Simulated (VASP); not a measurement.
ReS:

```
CELL_PARAMETERS angstrom
0.00000 2.51527 2.51527
2.51527 0.00000 2.51527
2.51527 2.51527 0.00000
ATOMIC_POSITIONS crystal
Re 0.00000 0.00000 0.00000
S 0.25000 0.25000 0.25000
```

| Quantity | Value |
| --- | --- |
| Program | VASP 6.6.1 |
| Task | relaxation of cell and atoms |
| Functional | PBEsol |
| Potentials or basis | VASP PAW PBE potentials, release 64 (Re_sv_GW, S) |
| Cutoff | 500 eV |
| k mesh | 8 × 8 × 8 |
| Occupations | gaussian, width 0.1 eV |
| Spin | no spin polarisation |

At the start: pressure 20.3 GPa; volume 15.91 Å³/atom.

Problem. How do energy, volume and symmetry change on relaxing?

Solution. Over 4 steps the energy falls by 82.2 meV/atom and the volume is 17.33 Å³/atom (+8.9 %); space group F-43m (No. 216, to 0.05 Å).

Step by step:
```tsv
step	energy change (eV)	largest force (eV/Å)	pressure (GPa)	volume (Å³)
1	0.0000	0.0000	20.34	31.83
2	0.5133	0.0000	-24.15	42.07
3	-0.1637	0.0000	-1.15	34.84
4	-0.1644	0.0000	-0.15	34.66
```

Final structure:
```
CELL_PARAMETERS angstrom
0.00000 2.58770 2.58770
2.58770 0.00000 2.58770
2.58770 2.58770 0.00000
ATOMIC_POSITIONS crystal
Re 0.00000 0.00000 0.00000
S 0.25000 0.25000 0.25000
```

Caveat: the PAW data sets were made with another functional, which shifts forces and pressure a little.
